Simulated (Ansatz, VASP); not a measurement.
# One calculation of BaTiO3, two programs

Contents of INCAR:

```
SYSTEM = BaTiO3
  PREC = Accurate
  ENCUT = 520
  EDIFF = 1E-6
  ISMEAR = -1
  SIGMA = 0.05
  LREAL = .False.
  LASPH = .True.
  NELM = 80
  ALGO = Normal
  ISIF = 2
  LWAVE = .False.
  LCHARG = .True.
  GGA = PE
  LELF = .True.
  LVHAR = .True.
  NBANDS = 28
```

File KPOINTS:

```
Automatic mesh
0
Gamma
  12 12 12
  0 0 0
```

Contents of POSCAR:

```
BaTiO3
1.0
    3.9855000000      0.0000000000      0.0000000000
    0.0000000000      2.8369000000      2.8451500000
    0.0000000000     -2.8369000000      2.8451500000
Ba Ti O
1 1 3
Direct
    0.0000000000      0.0000000000      0.0000000000
    0.5000000000      0.5124000000      0.5124000000
    0.5000000000      0.9918400000      0.5052400000
    0.5000000000      0.5052400000      0.9918400000
    0.0000000000      0.4874000000      0.4874000000
```

Contents of input.yaml:

```yaml
crystal:
  lattice:
    - [3.9855, 0.0, 0.0]
    - [0.0, 2.8369, 2.84515]
    - [0.0, -2.8369, 2.84515]
  atoms:
    - { symbol: Ba, position: [0.0, 0.0, 0.0] }
    - { symbol: Ti, position: [0.5, 0.5124, 0.5124] }
    - { symbol: O, position: [0.5, 0.99184, 0.50524] }
    - { symbol: O, position: [0.5, 0.50524, 0.99184] }
    - { symbol: O, position: [0.0, 0.4874, 0.4874] }
hamiltonian:
  xc: pbe
  pseudopotentials: { kind: paw }
kpoints:
  mp_grid: { grid: [12, 12, 12] }
scf:
  occupations: { method: fermi_dirac, width: 0.05 }
output:
  forces: true
  stress: true
  eigenvalues: true
  write_density: true
  write_potential: true
  elf: true
  volumetric_format: npy
```

Alike in both runs: task single point; functional PBE; k mesh 12 × 12 × 12; occupations fermi-dirac, width 0.05 eV; no spin polarisation.

```csv
,VASP,Ansatz
version,VASP 6.6.1,Ansatz 0.2.0
potentials or method,"VASP PAW PBE potentials, release 64 (Ba_sv, Ti_sv, O)",Ansatz PAW
plane-wave cutoff (eV),520,420
valence electrons in the cell,40,40
```

|  | VASP | Ansatz | Ansatz less VASP |
| --- | --- | --- | --- |
| gap on the k mesh at the Fermi level (eV) | 1.85 | 1.91 | +0.063 |
| least direct gap on the mesh (eV) | 2.06 | 2.08 | +0.023 |
| pressure (GPa) | 4.1 | 2.3 | -1.78 |
| traceless stress, the component that is largest in VASP (GPa) | -0.38 | -0.39 | -0.002 |
| rms of the force components (eV/Å) | 0.123 | 0.127 | +0.0047 |

Atom by atom the forces differ by 0.014 eV/Å (rms over components). With one functional, cell and mesh, what is left measures potentials, basis and numerics.

Neither program's run includes spin-orbit coupling.
